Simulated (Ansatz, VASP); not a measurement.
One calculation of YGaC2N2, two programs

```
Y Ga C N
1.0
     3.28002   -1.67396   -0.01058
     3.28002    1.67396   -0.01058
    -0.36845    0.00000    7.32508
Y Ga C N
1 1 2 2
Direct
  0.00000 0.00000 0.50000
  0.00000 0.00000 0.00000
  0.58757 0.58757 0.17941
  0.41243 0.41243 0.82059
  0.67990 0.67990 0.33585
  0.32010 0.32010 0.66415
```

Alike in both runs: functional PBE; k mesh 6 × 6 × 4; occupations gaussian, width 0.1 eV; no spin polarisation.

Ansatz relaxed the structure, and its values are those at the end. VASP's run is a single point on that final structure, the one shown.

```csv
,VASP,Ansatz
version,VASP 6.6.1,Ansatz 0.2.0
potentials or method,"VASP PAW PBE potentials, release 64 (Y_sv, Ga_d, C, N), cutoff 520 eV","scalar-relativistic, plane waves, PAW"
valence electrons in the cell,42,42
```

|  | VASP | Ansatz | Ansatz less VASP |
| --- | --- | --- | --- |
| gap on the k mesh at the Fermi level (eV) | none | none | - |
| pressure (GPa) | 0.2 | 0.0 | -0.18 |
| rms of the force components (eV/Å) | 0.065 | 0.003 | -0.0621 |

A gap of «none» marks a metal or a gap that the smearing closes.
